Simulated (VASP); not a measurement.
Write the native input for VASP 6.6.1 that does the following.

```
Task                   : single point
Functional             : revPBE
Potentials or basis    : VASP PAW PBE potentials, release 64 (Ir)
Cutoff                 : 520 eV
k mesh                 : 12 × 12 × 12
Occupations            : fermi-dirac, width 0.15 eV
Spin                   : no spin polarisation
Dipole correction      : no
Further INCAR settings : ALGO = Normal; EDIFF = 1e-07; NBANDS = 10
```

The structure of Ir lies in POSCAR:

```
Ir
1.0
    0.0000000000      1.9156000000      1.9156000000
    1.9156000000      0.0000000000      1.9156000000
    1.9156000000      1.9156000000      0.0000000000
Ir
1
Direct
    0.0000000000      0.0000000000      0.0000000000
```

The input as run:

INCAR

```
SYSTEM = Ir
PREC = Accurate ; ENCUT = 520
EDIFF = 1E-7 ; ISMEAR = -1
SIGMA = 0.15 ; LREAL = .False.
LASPH = .True. ; NELM = 60
ALGO = Normal ; ISIF = 2
LWAVE = .False. ; LCHARG = .False.
GGA = RE ; NBANDS = 10
```

KPOINTS

```
regular mesh
0
Gamma
  12 12 12
  0 0 0
```

Potentials or basis: VASP PAW PBE potentials, release 64 (Ir).

Launch:

```sh
$ cat potpaw_PBE.64/Ir/POTCAR > POTCAR
$ mpirun -np 1 vasp_std > vasp.out
```

It gave:

The pressure is 15.4 GPa.

Caveat: the PAW data sets were made with another functional, which shifts forces and pressure a little.

Run time: 20 s on 1 thread of AMD EPYC 7R13, on a shared host, peak memory 0.1 GiB.
